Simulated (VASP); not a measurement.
# KCl in VASP: notebook

The runs below take KCl through electric field gradients, with PBE.

Everything below comes from runs of VASP 6.6.1. Logs are shortened: lines on timing, memory, paths and dates and some standing lists are left out, and cuts for length are marked.

### Step 1. The cell of the first run

It takes space group Fm-3m (No. 225, cubic). Conventional cell: a = 6.436 Å, b = 6.436 Å, c = 6.436 Å, α = 90.00°, β = 90.00°, γ = 90.00°. Within 4.2 Å of K (site symmetry m-3m) lie 6 Cl at 3.22 Å. Within 4.2 Å of Cl (site symmetry m-3m) lie 6 K at 3.22 Å.

### Step 2. Electric field gradients, PBE (volume scaled by 1.06)

Input file INCAR:

```
PREC = Accurate
ENCUT = 520
EDIFF = 1E-8
ISMEAR = -1
SIGMA = 0.03
LREAL = False
LASPH = True
NELM = 80
ALGO = Normal
ISIF = 2
LWAVE = False
LCHARG = False
GGA = PE
LEFG = True
NBANDS = 15
```

Input file KPOINTS:

```
regular mesh
0
Gamma
  7 7 7
```

Input file POSCAR:

```
KCl
1.0
    0.0000000000      3.2180000288      3.2180000288
    3.2180000288      0.0000000000      3.2180000288
    3.2180000288      3.2180000288      0.0000000000
K Cl
1 1
Direct
    0.0000000000      0.0000000000      0.0000000000
    0.5000000000      0.5000000000      0.5000000000
```

Potentials or basis: VASP PAW PBE potentials, release 64 (K_sv, Cl).

On the command line:

```sh
cat potpaw_PBE.64/K_sv/POTCAR potpaw_PBE.64/Cl/POTCAR > POTCAR
mpirun -np 1 vasp_std > vasp.out
```

OUTCAR:

```text
PREC = Accurate
   ENCUT = 520
   EDIFF = 1E-8
   ISMEAR = -1
   LREAL = False
   LASPH = True
   NELM = 80
   ISIF = 2
   GGA = PE

 ion  position               nearest neighbor table
   1  0.000  0.000  0.000-   2 3.22   2 3.22   2 3.22   2 3.22   2 3.22   2 3.22
   2  0.500  0.500  0.500-   1 3.22   1 3.22   1 3.22   1 3.22   1 3.22   1 3.22

  LATTYP: Found a face centered cubic cell.
 ALAT       =     6.4360000576

  Lattice vectors:

 A1 = (   0.0000000000,   3.2180000288,   3.2180000288)
 A2 = (   3.2180000288,   0.0000000000,   3.2180000288)
 A3 = (   3.2180000288,   3.2180000288,   0.0000000000)

Analysis of symmetry for initial positions (statically):
=====================================================================
 Subroutine PRICEL returns:
 Original cell was already a primitive cell.

 Routine SETGRP: Setting up the symmetry group for a
 face centered cubic supercell.

 Subroutine GETGRP returns: Found 48 space group operations
 (whereof 48 operations were pure point group operations)
 out of a pool of 48 trial point group operations.

The static configuration has the point symmetry O_h .

Analysis of symmetry for dynamics (positions and initial velocities):
=====================================================================
 Subroutine PRICEL returns:
 Original cell was already a primitive cell.

 Routine SETGRP: Setting up the symmetry group for a
 face centered cubic supercell.

 Subroutine GETGRP returns: Found 48 space group operations
 (whereof 48 operations were pure point group operations)
 out of a pool of 48 trial point group operations.

The dynamic configuration has the point symmetry O_h .

 Subroutine INISYM returns: Found 48 space group operations
 (whereof 48 operations are pure point group operations),
 and found     1 'primitive' translations

----------------------------------------------------------------------------------------

                                     Primitive cell

  volume of cell :      66.6482

  direct lattice vectors                    reciprocal lattice vectors
[... 129 lines left out ...]

 E-fermi :  -1.4456     XC(G=0):  -7.2677

 val. band max:       -2.0963666915   @ k =   0.0000   0.0000   0.0000
 cond. band min:       2.8662405429   @ k =   0.0000   0.0000   0.0000
 fundamental gap:      4.9626072344
 Fermi energy:        -1.4455922414

 k-point     1 :       0.0000    0.0000    0.0000
  band No.  band energies     occupation
      1     -29.4645      2.00000
      2     -14.1428      2.00000
      3     -12.9237      2.00000
      4     -12.9237      2.00000
      5     -12.9237      2.00000
      6      -2.0964      2.00000
      7      -2.0964      2.00000
      8      -2.0964      2.00000
      9       2.8662      0.00000
     10       6.2374      0.00000
     11       6.2374      0.00000
     12       6.2374      0.00000
     13       7.0778      0.00000
     14       7.0778      0.00000
[... 329 lines left out ...]
      2     -14.1558      2.00000
      3     -13.0034      2.00000
      4     -12.9760      2.00000
      5     -12.8443      2.00000
      6      -2.6175      2.00000
      7      -2.5629      2.00000
      8      -2.4209      2.00000
      9       5.5418      0.00000
     10       6.1818      0.00000
     11       7.0972      0.00000
     12       7.5330      0.00000
     13       9.0293      0.00000
     14       9.0815      0.00000
     15       9.8341      0.00000

------------------------ aborting loop because EDIFF is reached ----------------------------------------

  FORCE on cell =-STRESS in cart. coord.  units (eV):
  Direction    XX          YY          ZZ          XY          YZ          ZX
  --------------------------------------------------------------------------------------
  -------------------------------------------------------------------------------------
  Total       -0.1584126     -0.1584126     -0.1584126      0.0000000      0.0000000      0.0000000
  in kB       -3.8081331     -3.8081331     -3.8081331      0.0000000      0.0000000      0.0000000
  external PRESSURE =      -3.8081331 kB  Pullay stress =       0.0000000 kB

 VOLUME and BASIS-vectors are now :
 -----------------------------------------------------------------------------
  energy-cutoff  :      520.00
  volume of cell :       66.65
      direct lattice vectors                 reciprocal lattice vectors
     0.000000000  3.218000029  3.218000029    -0.155376009  0.155376009  0.155376009
     3.218000029  0.000000000  3.218000029     0.155376009 -0.155376009  0.155376009
     3.218000029  3.218000029  0.000000000     0.155376009  0.155376009 -0.155376009

 POSITION                                       TOTAL-FORCE (eV/Angst)
 -----------------------------------------------------------------------------------
      0.00000      0.00000      0.00000         0.000000      0.000000     -0.000000
      3.21800      3.21800      3.21800         0.000000      0.000000      0.000000
 -----------------------------------------------------------------------------------
    total drift:                                0.000000      0.000000      0.000000

  FREE ENERGIE OF THE ION-ELECTRON SYSTEM (eV)
  ---------------------------------------------------
  free  energy   TOTEN  =        -6.8094731692 eV

  energy  without entropy=       -6.8094731692  energy(sigma->0) =       -6.80947317

 Electric field gradients (V/A^2)
---------------------------------------------------------------------
 ion       V_xx      V_yy      V_zz      V_xy      V_xz      V_yz
---------------------------------------------------------------------
   1      -0.000    -0.000     0.000    -0.000    -0.000    -0.000
   2       0.000     0.000    -0.000    -0.000    -0.000    -0.000
---------------------------------------------------------------------

 Electric field gradients after diagonalization (V/A^2)
 (convention: |V_zz| > |V_xx| > |V_yy|)
----------------------------------------------------------------------
 ion       V_xx      V_yy      V_zz     asymmetry (V_yy - V_xx)/ V_zz
----------------------------------------------------------------------
   1       0.000     0.000    -0.001       0.000
   2       0.000     0.000    -0.001       0.000
----------------------------------------------------------------------

           NMR quadrupolar parameters

 Cq : quadrupolar parameter    Cq=e*Q*V_zz/h
 eta: asymmetry parameters     (V_yy - V_xx)/ V_zz
 Q  : nuclear electric quadrupole moment in mb (millibarn)
----------------------------------------------------------------------
 ion       Cq(MHz)       eta       Q (mb)
----------------------------------------------------------------------
   1      -0.000       0.000       1.000
   2      -0.000       0.000       1.000
----------------------------------------------------------------------
```

OSZICAR:

```text
N       E                     dE             d eps       ncg     rms          rms(c)
DAV:   1     0.102348082168E+03    0.10235E+03   -0.70540E+03   600   0.945E+02
DAV:   2    -0.634996848728E+00   -0.10298E+03   -0.94242E+02   775   0.234E+02
DAV:   3    -0.688230395252E+01   -0.62473E+01   -0.62164E+01   824   0.523E+01
DAV:   4    -0.711939376268E+01   -0.23709E+00   -0.23702E+00   909   0.922E+00
DAV:   5    -0.712158856197E+01   -0.21948E-02   -0.21947E-02   860   0.989E-01    0.306E+00
DAV:   6    -0.681232221041E+01    0.30927E+00   -0.44674E-01   768   0.325E+00    0.249E+00
DAV:   7    -0.679518602200E+01    0.17136E-01   -0.10470E-01   803   0.179E+00    0.146E+00
DAV:   8    -0.680797198577E+01   -0.12786E-01   -0.17177E-02   736   0.960E-01    0.181E-01
DAV:   9    -0.680885203462E+01   -0.88005E-03   -0.11781E-03   810   0.215E-01    0.101E-01
DAV:  10    -0.680946485308E+01   -0.61282E-03   -0.63995E-04   635   0.161E-01    0.212E-02
DAV:  11    -0.680946958739E+01   -0.47343E-05   -0.27996E-05   857   0.287E-02    0.750E-03
DAV:  12    -0.680947250088E+01   -0.29135E-05   -0.32818E-06   677   0.129E-02    0.455E-03
DAV:  13    -0.680947303944E+01   -0.53856E-06   -0.87243E-07   747   0.500E-03    0.767E-04
DAV:  14    -0.680947314118E+01   -0.10174E-06   -0.11847E-07   664   0.222E-03    0.271E-04
DAV:  15    -0.680947316457E+01   -0.23386E-07   -0.21378E-09   678   0.356E-04    0.193E-04
DAV:  16    -0.680947316923E+01   -0.46639E-08   -0.79177E-10   454   0.181E-04
   1 F= -.68094732E+01 E0= -.68094732E+01  d E =-.147984E-10
```

stdout:

```text
POSCAR found type information on POSCAR K Cl
 POSCAR found :  2 types and       2 ions
 scaLAPACK will be used
 LDA part: xc-table for (Slater+PW92), standard interpolation
 POSCAR, INCAR and KPOINTS ok, starting setup
 FFT: planning ... GRIDC
 FFT: planning ... GRID_SOFT
 FFT: planning ... GRID
 WAVECAR not read
 entering main loop
ion   1

ion   2
```

Wall time 20 s (1 thread of Intel Xeon Platinum 8488C (Sapphire Rapids), shared host); peak memory 0.2 GiB.

What came out:

- Free energy: -6.8095 eV
- Pressure: -0.4 GPa
- Band gap on the k mesh: 4.96 eV, direct

Caveat: without QUAD_EFG the Cq values of the log hold for a quadrupole moment of 1 mb, not for the nuclei. A k mesh can miss the band edges.

### Step 3. Electric field gradients, PBE (volume scaled by 1.06)

Input file INCAR:

```
SYSTEM = KCl
PREC = Accurate ; ENCUT = 520
EDIFF = 1E-8 ; ISMEAR = -1
SIGMA = 0.03 ; LREAL = .FALSE.
LASPH = .TRUE. ; NELM = 100
ALGO = Normal ; ISIF = 2
LWAVE = .FALSE. ; LCHARG = .FALSE.
GGA = PE ; LEFG = .TRUE.
NBANDS = 15
```

Input file KPOINTS:

```
Automatic mesh
0
G
  7 7 7
  0 0 0
```

POSCAR is that of step 2.

Potentials or basis: VASP PAW PBE potentials, release 64 (K_sv, Cl).

On the command line:

```sh
cat potpaw_PBE.64/K_sv/POTCAR potpaw_PBE.64/Cl/POTCAR > POTCAR
mpirun -np 1 vasp_std > vasp.out
```

OUTCAR:

```text
SYSTEM = KCl
   PREC = Accurate
   ENCUT = 520
   EDIFF = 1E-8
   ISMEAR = -1
   LREAL = .FALSE.
   LASPH = .TRUE.
   NELM = 100
   ISIF = 2
   GGA = PE

 ion  position               nearest neighbor table
   1  0.000  0.000  0.000-   2 3.22   2 3.22   2 3.22   2 3.22   2 3.22   2 3.22
   2  0.500  0.500  0.500-   1 3.22   1 3.22   1 3.22   1 3.22   1 3.22   1 3.22

  LATTYP: Found a face centered cubic cell.
 ALAT       =     6.4360000576

  Lattice vectors:

 A1 = (   0.0000000000,   3.2180000288,   3.2180000288)
[... 566 lines left out ...]
  ---------------------------------------------------
  free  energy   TOTEN  =        -6.8094731692 eV

  energy  without entropy=       -6.8094731692  energy(sigma->0) =       -6.80947317

 Electric field gradients (V/A^2)
---------------------------------------------------------------------
 ion       V_xx      V_yy      V_zz      V_xy      V_xz      V_yz
---------------------------------------------------------------------
   1      -0.000    -0.000     0.000    -0.000    -0.000    -0.000
   2       0.000     0.000    -0.000    -0.000    -0.000    -0.000
---------------------------------------------------------------------

 Electric field gradients after diagonalization (V/A^2)
 (convention: |V_zz| > |V_xx| > |V_yy|)
----------------------------------------------------------------------
 ion       V_xx      V_yy      V_zz     asymmetry (V_yy - V_xx)/ V_zz
----------------------------------------------------------------------
   1       0.000     0.000    -0.001       0.000
   2       0.000     0.000    -0.001       0.000
----------------------------------------------------------------------

           NMR quadrupolar parameters

 Cq : quadrupolar parameter    Cq=e*Q*V_zz/h
 eta: asymmetry parameters     (V_yy - V_xx)/ V_zz
 Q  : nuclear electric quadrupole moment in mb (millibarn)
----------------------------------------------------------------------
 ion       Cq(MHz)       eta       Q (mb)
----------------------------------------------------------------------
   1      -0.000       0.000       1.000
   2      -0.000       0.000       1.000
----------------------------------------------------------------------
```

OSZICAR:

```text
N       E                     dE             d eps       ncg     rms          rms(c)
DAV:   1     0.102348082168E+03    0.10235E+03   -0.70540E+03   600   0.945E+02
DAV:   2    -0.634996848728E+00   -0.10298E+03   -0.94242E+02   775   0.234E+02
DAV:   3    -0.688230395252E+01   -0.62473E+01   -0.62164E+01   824   0.523E+01
DAV:   4    -0.711939376268E+01   -0.23709E+00   -0.23702E+00   909   0.922E+00
DAV:   5    -0.712158856197E+01   -0.21948E-02   -0.21947E-02   860   0.989E-01    0.306E+00
DAV:   6    -0.681232221041E+01    0.30927E+00   -0.44674E-01   768   0.325E+00    0.249E+00
DAV:   7    -0.679518602200E+01    0.17136E-01   -0.10470E-01   803   0.179E+00    0.146E+00
DAV:   8    -0.680797198577E+01   -0.12786E-01   -0.17177E-02   736   0.960E-01    0.181E-01
DAV:   9    -0.680885203462E+01   -0.88005E-03   -0.11781E-03   810   0.215E-01    0.101E-01
DAV:  10    -0.680946485308E+01   -0.61282E-03   -0.63995E-04   635   0.161E-01    0.212E-02
DAV:  11    -0.680946958739E+01   -0.47343E-05   -0.27996E-05   857   0.287E-02    0.750E-03
DAV:  12    -0.680947250088E+01   -0.29135E-05   -0.32818E-06   677   0.129E-02    0.455E-03
DAV:  13    -0.680947303944E+01   -0.53856E-06   -0.87243E-07   747   0.500E-03    0.767E-04
DAV:  14    -0.680947314118E+01   -0.10174E-06   -0.11847E-07   664   0.222E-03    0.271E-04
DAV:  15    -0.680947316457E+01   -0.23386E-07   -0.21378E-09   678   0.356E-04    0.193E-04
DAV:  16    -0.680947316923E+01   -0.46639E-08   -0.79177E-10   454   0.181E-04
   1 F= -.68094732E+01 E0= -.68094732E+01  d E =-.147984E-10
```

stdout:

```text
POSCAR found type information on POSCAR K Cl
 POSCAR found :  2 types and       2 ions
 scaLAPACK will be used
 LDA part: xc-table for (Slater+PW92), standard interpolation
 POSCAR, INCAR and KPOINTS ok, starting setup
 FFT: planning ... GRIDC
 FFT: planning ... GRID_SOFT
 FFT: planning ... GRID
 WAVECAR not read
 entering main loop
ion   1

ion   2
```

Run time: 21 s. Hardware: 1 thread of Intel Xeon Platinum 8488C (Sapphire Rapids), shared host; peak memory 0.2 GiB.

What came out:

```
Free energy            : -6.8095 eV
Pressure               : -0.4 GPa
Band gap on the k mesh : 4.96 eV, direct
```

Caveat: without QUAD_EFG the Cq values of the log hold for a quadrupole moment of 1 mb, not for the nuclei. A k mesh can miss the band edges.

[end of part 1 of 2]
